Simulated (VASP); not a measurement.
Crystal: Fe.

```
CELL_PARAMETERS angstrom
0.00000 2.40397 2.40397
2.40397 0.00000 2.40397
2.40397 2.40397 0.00000
ATOMIC_POSITIONS crystal
Fe 0.12500 0.12500 0.12500
Fe 0.87500 0.87500 0.87500
```

This cell differs from its parent crystal: volume scaled by 0.92.

Base run:

```yaml
Program: VASP 6.6.1
Functional: BLYP
Potentials_or_basis: VASP PAW PBE potentials, release 64 (Fe_sv)
Cutoff: 600 eV
k_mesh: 12 × 12 × 12
Occupations: fermi-dirac, width 0.1 eV
Spin: no spin polarisation
```

Its results: band gap on the k mesh zero (band 16 reaches 9.83 eV, above the bottom of band 17 at 9.11 eV); pressure 11.5 GPa.

Q: The run is repeated on the same cell with these changes: potentials or basis from VASP PAW PBE potentials, release 64 (Fe_sv) to VASP PAW PBE potentials, release 64 (Fe); cutoff from 600 eV to 520 eV; further incar settings from ALGO = Normal; EDIFF = 1e-06; NBANDS = 23 to ALGO = Normal; EDIFF = 1e-06; NBANDS = 15; valence electrons from 32 to 16. What comes out?

A: Band gap on the k mesh zero (band 8 reaches 4.71 eV, above the bottom of band 9 at 3.99 eV); pressure 12.3 GPa.

Caveats: the PAW data sets were made with another functional, which shifts forces and pressure a little; the run has no spin polarisation, though such a crystal can be magnetic.
